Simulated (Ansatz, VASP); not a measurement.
One calculation of KCl, two programs

Contents of INCAR:

```
SYSTEM = KCl
PREC = Accurate
ENCUT = 520
EDIFF = 1E-6
ISMEAR = 0
SIGMA = 0.05
LREAL = .FALSE.
LASPH = .TRUE.
NELM = 80
ALGO = Normal
ISIF = 2
LWAVE = .FALSE.
LCHARG = .TRUE.
GGA = PE
LELF = .TRUE.
LVHAR = .TRUE.
NBANDS = 15
```

Contents of KPOINTS:

```
regular mesh
0
G
  8 8 8
  0 0 0
```

Contents of POSCAR:

```
KCl
1.0
    0.0000000000      3.1464700000      3.1464700000
    3.1464700000      0.0000000000      3.1464700000
    3.1464700000      3.1464700000      0.0000000000
K Cl
1 1
Direct
    0.0000000000      0.0000000000      0.0000000000
    0.5000000000      0.5000000000      0.5000000000
```

Input for Ansatz:

```yaml
crystal:
  lattice:
    - [0.0, 3.14647, 3.14647]
    - [3.14647, 0.0, 3.14647]
    - [3.14647, 3.14647, 0.0]
  atoms:
    - { symbol: K, position: [0.0, 0.0, 0.0] }
    - { symbol: Cl, position: [0.5, 0.5, 0.5] }
basis:
  ecutwfc: 420
  fft_grid_basis: typed
kpoints:
  mp_grid: { grid: [8, 8, 8] }
hamiltonian:
  xc: pbe
  pseudopotentials: { kind: paw }
scf:
  occupations: { method: gaussian, width: 0.05 }
output:
  forces: true
  stress: true
  eigenvalues: true
  bader: true
  write_density: true
  volumetric_format: npy
  elf: true
```

Alike in both runs: task single point; functional PBE; k mesh 8 × 8 × 8; occupations gaussian, width 0.05 eV; no spin polarisation.

|  | VASP | Ansatz |
| --- | --- | --- |
| version | VASP 6.6.1 | Ansatz 0.2.0 |
| potentials or method | VASP PAW PBE potentials, release 64 (K_sv, Cl), cutoff 520 eV | scalar-relativistic, plane waves, PAW |
| valence electrons in the cell | 16 | 16 |

|  | VASP | Ansatz | Ansatz less VASP |
| --- | --- | --- | --- |
| gap on the k mesh at the Fermi level (eV) | 5.19 | 5.19 | +0.002 |
| pressure (GPa) | 0.8 | 0.8 | -0.03 |

The functional is the same, so the differences come from potentials, cutoffs and numerics.
